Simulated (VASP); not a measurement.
Set up this calculation in VASP 6.6.1, as the native input.

```yaml
Task: single point
Functional: PBE
Dispersion: D3(BJ)
Potentials_or_basis: VASP PAW PBE potentials, release 64 (F_h)
Cutoff: 1350 eV
k_mesh: 8 × 8 × 4
Occupations: fermi-dirac, width 0.02 eV
Spin: no spin polarisation
Dipole_correction: no
Further_INCAR_settings: ALGO = Normal; EDIFF = 1e-06; NBANDS = 22
```

The structure of F lies in POSCAR:

```
F
1.0
    2.8386608469     -1.7803608506      0.0295160967
    2.8386608469      1.7803608506      0.0295160967
   -0.5480148889      0.0000000000      6.8234050641
F
4
Direct
    0.5886277825      0.9186379703      0.5937844621
    0.0813620297      0.4113722175      0.9062155379
    0.4113722175      0.0813620297      0.4062155379
    0.9186379703      0.5886277825      0.0937844621
```

One way to write it, as run:

INCAR

```
PREC = Accurate
ENCUT = 1350
EDIFF = 1E-6
ISMEAR = -1
SIGMA = 0.02
LREAL = F
LASPH = T
NELM = 120
ALGO = Normal
ISIF = 2
LWAVE = F
LCHARG = F
GGA = PE
IVDW = 12
NBANDS = 22
GGA_COMPAT = F
```

KPOINTS

```
Automatic mesh
0
Gamma
  8 8 4
```

Potentials or basis: VASP PAW PBE potentials, release 64 (F_h).

Command:

```console
$ cat potpaw_PBE.64/F_h/POTCAR > POTCAR
$ mpirun -np 1 vasp_std > vasp.out
```

It gave:

```json
{
  "Pressure": "-0.5 GPa",
  "Largest force": "0.005 eV/Å",
  "Band gap on the k mesh": "3.01 eV",
  "Dispersion energy per atom": "-0.027 eV"
}
```

Wall time 4.3 min on 1 thread of Intel(R) Xeon(R) 6975P-C (Granite Rapids), with other jobs on the host, peak memory 0.56 GiB.
